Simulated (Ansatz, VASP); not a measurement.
**Two plane-wave programs on Re**

```
Re
1.0
     2.73919    0.00000    0.00000
    -1.36959    2.37221    0.00000
     0.00000    0.00000    4.41187
Re
2
Direct
  0.33333 0.66667 0.25000
  0.66667 0.33333 0.75000
```

Alike in both runs: task single point; functional LDA; k mesh 8 × 8 × 5; occupations fermi-dirac, width 0.1 eV; no spin polarisation.

|  | VASP | Ansatz |
| --- | --- | --- |
| version | VASP 6.6.1 | Ansatz 0.2.0 |
| potentials or method | VASP PAW LDA potentials, release 64 (Re_sv_GW), cutoff 560 eV | plane waves (420 eV) with PAW, scalar-relativistic |
| valence electrons in the cell | 30 | 30 |

|  | VASP | Ansatz | Ansatz less VASP |
| --- | --- | --- | --- |
| pressure (GPa) | 0.1 | 0.1 | +0.03 |
| traceless stress, the component that is largest in VASP (GPa) | 0.42 | 0.45 | +0.027 |

Ansatz warns that its potentials were made for another functional, while VASP's fit it. LDA's correlation is that of Perdew and Zunger in VASP and of Perdew and Wang (1992) in Ansatz.

Neither program's run includes spin-orbit coupling.
